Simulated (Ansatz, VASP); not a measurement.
# Ti2O in VASP and in Ansatz

```xyz
3
Lattice="2.9767 0.0000 0.0000 -1.4883 2.5779 0.0000 0.0000 0.0000 4.8054" Properties=species:S:1:pos:R:3 pbc="T T T"
Ti    1.4883    0.8593    1.3395
Ti    0.0000    1.7186    3.4660
O     0.0000    0.0000    0.0000
```

Alike in both runs: task single point; functional r2SCAN; k mesh 18 × 18 × 10; occupations gaussian, width 0.1 eV; no spin polarisation.

|  | VASP | Ansatz |
| --- | --- | --- |
| version | VASP 6.6.1 | Ansatz 0.2.0 |
| potentials or method | VASP PAW PBE potentials, release 64 (Ti_sv, O), cutoff 520 eV | scalar-relativistic, plane waves, PAW |
| valence electrons in the cell | 30 | 30 |

```tsv
	VASP	Ansatz	Ansatz less VASP
gap on the k mesh at the Fermi level (eV)	none	none	-
pressure (GPa)	-2.2	-3.1	-0.92
traceless stress, the component that is largest in VASP (GPa)	4.31	4.27	-0.044
rms of the force components (eV/Å)	0.456	0.473	+0.0164
```

VASP's potentials were made for PBE, not for r2SCAN. Atom by atom the forces differ by 0.016 eV/Å (rms over components). A gap of «none» marks a metal or a gap that the smearing closes. With one functional, cell and mesh, what is left measures potentials, basis and numerics.
